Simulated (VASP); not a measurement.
Runs of VASP 6.6.1 on LiH. The structure is that of space group Fm-3m (No. 225), or close to it. The cells are those of the table. 

| task | cell | gap on the mesh (eV) |
| --- | --- | --- |
| single point | a = 2.801 Å, angles 60.0°, 2 atoms | 2.72 |
| single point | a = 2.829 Å, angles 60.0°, 2 atoms | 2.74 |
| relaxation of the atoms | atoms relaxed from a = 2.822 Å, angles 59.7°, 2 atoms | 2.73 |
| single point | a = 2.808 Å, angles 60.3°, 2 atoms | 2.73 |
| single point | a = 2.815 Å, angles 60.0°, 2 atoms | 2.73 |
| single point | a = 2.822, b = 2.822, c = 2.815 Å, angles 60.1, 60.1, 59.8°, 2 atoms | (a) |
| single point | a = 2.822 Å, angles 59.7°, 2 atoms | 2.73 |
| single point | a = 2.808, b = 2.808, c = 2.815 Å, angles 59.9, 59.9, 60.2°, 2 atoms | 2.68 |
| relaxation of the atoms | atoms relaxed from a = 2.808 Å, angles 60.3°, 2 atoms | 2.73 |

Alike in all rows: level PBEsol; potentials or basis VASP PAW PBE potentials, release 64 (Li_sv, H); no spin polarisation; k mesh 10 × 10 × 10; cutoff (eV) 520; smearing gaussian 0.01 eV.

Question: Fill in the values left out.

Answer: (a) 2.67.

Caveats: the relaxation stopped at its first step, so nothing moved (some runs).

A k mesh can miss the band edges.
